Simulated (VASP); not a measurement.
# ZrB in VASP: a series of runs

ZrB is run at these levels: PBE+D3(BJ); tasks: single point.

Program: VASP 6.6.1. These are calculated values, not measurements. Logs are shortened: lines on timing, memory, paths and dates and some standing lists are left out, and cuts for length are marked.

## 1. The cell of the first run

The typed cell holds 2 atoms: a = 3.157 Å, b = 3.157 Å, c = 3.569 Å, α = 63.75°, β = 116.25°, γ = 120.00°.

## 2. Single point, PBE+D3(BJ)

Input file INCAR:

```
SYSTEM = ZrB
ALGO     = Normal         ! electronic algorithm
EDIFF    = 1E-6           ! SCF threshold, eV
ENCUT    = 520            ! plane-wave cutoff, eV
GGA      = PE             ! functional
ISIF     = 2              ! what is computed and relaxed
ISMEAR   = 0              ! smearing method
IVDW     = 12             ! dispersion correction
LASPH    = .True.         ! aspherical terms in the spheres
LCHARG   = .False.        ! write CHGCAR
LREAL    = .False.        ! projectors in reciprocal space
LWAVE    = .False.        ! write WAVECAR
NBANDS   = 14             ! bands
NELM     = 100            ! most SCF steps
PREC     = Accurate       ! precision mode
SIGMA    = 0.1            ! smearing width, eV
```

Input file KPOINTS:

```
k-points
0
Gamma
  12 12 11
  0 0 0
```

Input file POSCAR:

```
ZrB
1.0
    3.1570597421      0.0000000023      0.0001591915
   -1.5785298690      2.7340939391     -0.0001591915
   -1.5783732108      0.9112741982      3.0682130060
Zr B
1 1
Direct
    0.0000000000      0.0000000000      0.0000000000
    0.5000000000      0.5000000000      0.5000000000
```

Potentials or basis: VASP PAW PBE potentials, release 64 (Zr_sv, B).

Started as:

```sh
$ cat potpaw_PBE.64/Zr_sv/POTCAR potpaw_PBE.64/B/POTCAR > POTCAR
$ mpirun -np 1 vasp_std > vasp.out
```

OUTCAR:

```text
SYSTEM = ZrB
   EDIFF = 1E-6
   ENCUT = 520
   GGA = PE
   ISIF = 2
   ISMEAR = 0
   IVDW = 12
   LASPH = .True.
   LREAL = .False.
   NELM = 100
   PREC = Accurate
 IVDW          = 12

 ion  position               nearest neighbor table
   1  0.000  0.000  0.000-   2 2.38   2 2.38   2 2.38   2 2.38   2 2.38   2 2.38
   2  0.500  0.500  0.500-   1 2.38   1 2.38   1 2.38   1 2.38   1 2.38   1 2.38

  LATTYP: Found a base centered monoclinic cell.
 ALAT       =     5.4681878828
 B/A-ratio  =     0.5773502692
 C/A-ratio  =     0.6526292143
 COS(beta)  =    -0.5106537887

  Lattice vectors:

 A1 = (   1.5785298690,  -2.7340939391,   0.0001591915)
 A2 = (   3.1570597421,   0.0000000023,   0.0001591915)
 A3 = (  -1.5783732108,   0.9112741982,   3.0682130060)

Analysis of symmetry for initial positions (statically):
=====================================================================
 Subroutine PRICEL returns:
 Original cell was already a primitive cell.

 Routine SETGRP: Setting up the symmetry group for a
 base centered monoclinic supercell.

 Subroutine GETGRP returns: Found  4 space group operations
 (whereof  4 operations were pure point group operations)
 out of a pool of  4 trial point group operations.

The static configuration has the point symmetry C_2h.

Analysis of symmetry for dynamics (positions and initial velocities):
=====================================================================
 Subroutine PRICEL returns:
 Original cell was already a primitive cell.

 Routine SETGRP: Setting up the symmetry group for a
 base centered monoclinic supercell.

 Subroutine GETGRP returns: Found  4 space group operations
 (whereof  4 operations were pure point group operations)
 out of a pool of  4 trial point group operations.

The dynamic configuration has the point symmetry C_2h.

 Subroutine INISYM returns: Found  4 space group operations
 (whereof  4 operations are pure point group operations),
 and found     1 'primitive' translations

----------------------------------------------------------------------------------------

                                     Primitive cell

  volume of cell :      26.4848

  direct lattice vectors                    reciprocal lattice vectors
     3.157059742  0.000000002  0.000159191     0.316744943  0.182879102  0.108626332
    -1.578529869  2.734093939 -0.000159191     0.000005477  0.365748718 -0.108626332
    -1.578373211  0.911274198  3.068213006    -0.000016434  0.000009488  0.325911341

  length of vectors
[... 94 lines left out ...]
   NUPDOWN=      -1.0000    fix difference up-down
   EMIN   =  10.00;   EMAX   =-10.00  energy-range for DOS
   EFERMI =   0.00;   METHOD = LEGACY
   ISMEAR =     0;   SIGMA  =   0.10  broadening in eV -4-tet -1-fermi 0-gaus
   EFERMI_NEDOS =   21; number of points for ismear=-14 and -15
   IALGO  =     38    algorithm
   IMIX   =      4    mixing-type and parameters
     AMIX     =   0.40;   BMIX     =  1.00
     AMIX_MAG =   1.60;   BMIX_MAG =  1.00
  volume/ion in A,a.u.               =      13.24        89.36
  Fermi-wavevector in a.u.,A,eV,Ry     =   1.354481  2.559598 24.961513  1.834619
  Thomas-Fermi vector in A             =   2.481649
   LORBIT       =      0    0 simple, 1 ext, 2 COOP (PROOUT), +10 PAW based schemes
   GGA     = PE    functional components
   LHFCALC =     F    Hartree Fock is set to
   AEXX    =    0.0000 exact exchange contribution
   IVDW    =    12    specifies the selected vdW correction
   LEPSILON=     F    determine dielectric tensor
   LRPA    =     F    only Hartree local field effects (RPA)
 non-spin polarized calculation
 Gauss-broadening in eV      SIGMA  =   0.10
  energy-cutoff  :      520.00
  volume of cell :       26.48
 maximum number of plane-waves:       727
   NGX = 11   NGY = 11   NGZ = 13

 number of electron      15.0000000 magnetization

 Free energy of the ion-electron system (eV)
  ---------------------------------------------------
  ext. energy  EPLUGINS =         0.00000000
  ---------------------------------------------------
  free energy    TOTEN  =       -15.59676477 eV

  energy without entropy =      -15.58905981  energy(sigma->0) =      -15.59291229

 E-fermi :   8.8007     XC(G=0): -11.9822

 val. band max:        8.8001652992   @ k =  -0.0833   0.0833   0.3636
 cond. band min:       8.8025972897   @ k =   0.0833   0.2500   0.0909
 fundamental gap:      0.0024319904
 Fermi energy:         8.8006834744

 k-point     1 :       0.0000    0.0000    0.0000
  band No.  band energies     occupation
      1     -38.5450      2.00000
      2     -16.4972      2.00000
      3     -16.1714      2.00000
      4     -16.1708      2.00000
      5       0.2105      2.00000
      6       8.9460      0.03988
      7      10.8380      0.00000
      8      10.8383      0.00000
      9      11.2315      0.00000
     10      12.4439      0.00000
     11      12.4448      0.00000
     12      12.8512      0.00000
     13      12.8515      0.00000
     14      19.8233      0.00000
[... 377 lines left out ...]
      1     -38.4251      2.00000
      2     -16.9510      2.00000
      3     -16.5240      2.00000
      4     -16.4380      2.00000
      5       3.0201      2.00000
      6       6.2867      2.00000
      7       7.3732      2.00000
      8       8.2351      2.00000
      9      11.8872      0.00000
     10      12.8680      0.00000
     11      15.4926      0.00000
     12      17.4615      0.00000
     13      19.3509      0.00000
     14      21.1888      0.00000

 [... further k-points ...]

------------------------ aborting loop because EDIFF is reached ----------------------------------------

 Edisp (eV)   -0.85457

 E8    (eV) :    -0.3996

  FORCE on cell =-STRESS in cart. coord.  units (eV):
  Direction    XX          YY          ZZ          XY          YZ          ZX
  --------------------------------------------------------------------------------------
  -------------------------------------------------------------------------------------
  Total       3.85040     3.86257     0.01417     0.01053    -0.00011     0.00020
  in kB     232.92719   233.66294     0.85690     0.63717    -0.00681     0.01180
  external pressure =      155.82 kB  Pullay stress =        0.00 kB

 VOLUME and BASIS-vectors are now :
 -----------------------------------------------------------------------------
  energy-cutoff  :      520.00
  volume of cell :       26.48
      direct lattice vectors                 reciprocal lattice vectors
     3.157059742  0.000000002  0.000159191     0.316744943  0.182879102  0.108626332
    -1.578529869  2.734093939 -0.000159191     0.000005477  0.365748718 -0.108626332
    -1.578373211  0.911274198  3.068213006    -0.000016434  0.000009488  0.325911341

 POSITION                                       TOTAL-FORCE (eV/Angst)
 -----------------------------------------------------------------------------------
      0.00000      0.00000      0.00000         0.000000      0.000000      0.000000
      0.00008      1.82268      1.53411         0.000000     -0.000000      0.000000
 -----------------------------------------------------------------------------------
    total drift:                                0.000000      0.000000      0.000000

  FREE ENERGIE OF THE ION-ELECTRON SYSTEM (eV)
  ---------------------------------------------------
  free  energy   TOTEN  =       -16.4513337313 eV

  energy  without entropy=      -16.4436287723  energy(sigma->0) =      -16.44748125
```

OSZICAR:

```text
N       E                     dE             d eps       ncg     rms          rms(c)
DAV:   1     0.959778549721E+02    0.95978E+02   -0.78339E+03 12140   0.103E+03
DAV:   2    -0.134191389439E+02   -0.10940E+03   -0.10363E+03 14902   0.283E+02
DAV:   3    -0.172564597870E+02   -0.38373E+01   -0.37917E+01 18532   0.447E+01
DAV:   4    -0.173266707800E+02   -0.70211E-01   -0.70187E-01 14594   0.556E+00
DAV:   5    -0.173281574101E+02   -0.14866E-02   -0.14866E-02 18144   0.578E-01    0.205E+01
DAV:   6    -0.155961682209E+02    0.17320E+01   -0.27291E+00 14686   0.143E+01    0.760E+00
DAV:   7    -0.155945478902E+02    0.16203E-02   -0.26819E-01 17002   0.347E+00    0.356E+00
DAV:   8    -0.155972771792E+02   -0.27293E-02   -0.34812E-02 15416   0.154E+00    0.296E-01
DAV:   9    -0.155966836398E+02    0.59354E-03   -0.33544E-03 15100   0.375E-01    0.183E-01
DAV:  10    -0.155967711487E+02   -0.87509E-04   -0.54879E-04 14110   0.267E-01    0.137E-02
DAV:  11    -0.155967666176E+02    0.45311E-05   -0.19438E-05 15588   0.429E-02    0.119E-02
DAV:  12    -0.155967647310E+02    0.18866E-05   -0.11171E-06  9758   0.112E-02    0.162E-03
DAV:  13    -0.155967647708E+02   -0.39811E-07   -0.14239E-07  6968   0.416E-03
   1 F= -.16451334E+02 E0= -.16447481E+02  d E =-.770496E-02
```

stdout:

```text
POSCAR found type information on POSCAR ZrB
 POSCAR found :  2 types and       2 ions
 scaLAPACK will be used
 LDA part: xc-table for (Slater+PW92), standard interpolation
 POSCAR, INCAR and KPOINTS ok, starting setup
 FFT: planning ... GRIDC
 FFT: planning ... GRID_SOFT
 FFT: planning ... GRID
 WAVECAR not read
 entering main loop
```

Run time: 43 s. Hardware: 1 thread of Intel Xeon 6975P-C (Granite Rapids), shared host; peak memory 0.29 GiB.

What came out:

- Free energy: -16.4513 eV
- Pressure: 15.6 GPa
- Dispersion energy per atom: -0.427 eV

Caveat: pairwise dispersion overbinds metals, which lowers pressure and volume.

(Part 1 of 2 ends here.)
